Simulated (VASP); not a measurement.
Here is a VASP 6.6.1 calculation.

The input INCAR:

```
SYSTEM = MgO
PREC     = Accurate       ! precision mode
ENCUT    = 520            ! plane-wave cutoff, eV
EDIFF    = 1E-6           ! SCF threshold, eV
ISMEAR   = 0              ! smearing method
SIGMA    = 0.05           ! smearing width, eV
LREAL    = .False.        ! projectors in reciprocal space
LASPH    = .True.         ! aspherical terms in the spheres
NELM     = 80             ! most SCF steps
ALGO     = Normal         ! electronic algorithm
ISIF     = 2              ! what is computed and relaxed
LWAVE    = .False.        ! write WAVECAR
LCHARG   = .False.        ! write CHGCAR
GGA      = PS             ! functional
NBANDS   = 16             ! bands
```

KPOINTS

```
regular mesh
0
Gamma
  8 8 6
  0 0 0
```

The input POSCAR:

```
MgO
1.0
    0.0000000000     -2.1071057205     -2.1071057205
    0.0000000000      2.1071057205     -2.1071057205
    4.2142114411      0.0000000000      0.0000000000
Mg O
2 2
Direct
    0.5000000000      0.5000000000      0.5000000000
    0.0000000000      0.0000000000      0.0000000000
    0.5000000000      0.5000000000      0.0000000000
    0.0000000000      0.0000000000      0.5000000000
```

Potentials or basis: VASP PAW PBE potentials, release 64 (Mg, O).

Run with:

```console
$ cat potpaw_PBE.64/Mg/POTCAR potpaw_PBE.64/O/POTCAR > POTCAR
$ mpirun -np 1 vasp_std > vasp.out
```

(1) What does it give for the band gap on the k mesh?

(2) What does it give for the pressure?

Results:

(1) 4.62 eV.

(2) -0.5 GPa.

Caveat: the PAW data sets were made with another functional, which shifts forces and pressure a little.
